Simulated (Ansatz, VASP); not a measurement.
## Two plane-wave programs on Zr

POSCAR

```
Zr
1.0
    2.8656337849      0.0000000000      0.0000000000
    0.0000000000      2.8656337849      0.0000000000
    0.0000000000      0.0000000000      2.8656337849
Zr
1
Direct
    0.0000000000      0.0000000000      0.0000000000
```

Contents of INCAR.step1:

```
PREC     = Accurate       # precision mode
ENCUT    = 550            # plane-wave cutoff, eV
ISMEAR   = -1             # smearing method
SIGMA    = 0.1            # smearing width, eV
LREAL    = False          # projectors in reciprocal space
LASPH    = True           # aspherical terms in the spheres
NELM     = 120            # most SCF steps
NBANDS   = 12             # bands
GGA      = PE             # functional
ALGO     = Normal         # electronic algorithm
EDIFF    = 1E-5           # SCF threshold, eV
LWAVE    = True           # write WAVECAR
LCHARG   = False          # write CHGCAR
GGA_COMPAT= False
```

The input INCAR.step2:

```
PREC     = Accurate       # precision mode
ENCUT    = 550            # plane-wave cutoff, eV
EDIFF    = 1E-6           # SCF threshold, eV
ISMEAR   = -1             # smearing method
SIGMA    = 0.1            # smearing width, eV
LREAL    = False          # projectors in reciprocal space
LASPH    = True           # aspherical terms in the spheres
NELM     = 120            # most SCF steps
ALGO     = Normal         # electronic algorithm
ISIF     = 2              # what is computed and relaxed
LWAVE    = False          # write WAVECAR
LCHARG   = False          # write CHGCAR
METAGGA  = R2SCAN         # meta-GGA
LMIXTAU  = True         
NBANDS   = 12             # bands
ISTART   = 1            
GGA_COMPAT= False
```

The input KPOINTS:

```
regular mesh
0
Gamma
  12 12 12
```

Input for Ansatz:

```yaml
crystal:
  lattice:
    - [2.8656337849, 0.0, 0.0]
    - [0.0, 2.8656337849, 0.0]
    - [0.0, 0.0, 2.8656337849]
  atoms:
    - { symbol: Zr, position: [0.0, 0.0, 0.0] }
hamiltonian:
  xc: r2scan
  pseudopotentials:
    kind: paw
    azcp:
      Zr: "pseudopotentials/Zr.paw.azcp"
basis:
  ecutwfc: 500
  fft_grid_basis: typed
kpoints:
  mp_grid: { grid: [12, 12, 12], shift: [0, 0, 0] }
magnetization:
  spin_polarized: false
scf:
  occupations: { method: fermi_dirac, width: 0.1 }
  lower_state_search: "off"
output:
  stress: true
```

Alike in both runs: task single point; functional r2SCAN; k mesh 12 × 12 × 12; occupations fermi-dirac, width 0.1 eV; no spin polarisation.

```csv
,VASP,Ansatz
version,VASP 6.6.1,Ansatz 0.2.0
potentials or method,"VASP PAW PBE potentials, release 64 (Zr_sv), cutoff 550 eV","plane waves (500 eV) with PAW, scalar-relativistic"
valence electrons in the cell,12,12
```

```csv
,VASP,Ansatz,Ansatz less VASP
pressure (GPa),3.3,3.3,-0.08
```

VASP's potentials were made for PBE, not for r2SCAN. With one functional, cell and mesh, what is left measures potentials, basis and numerics.
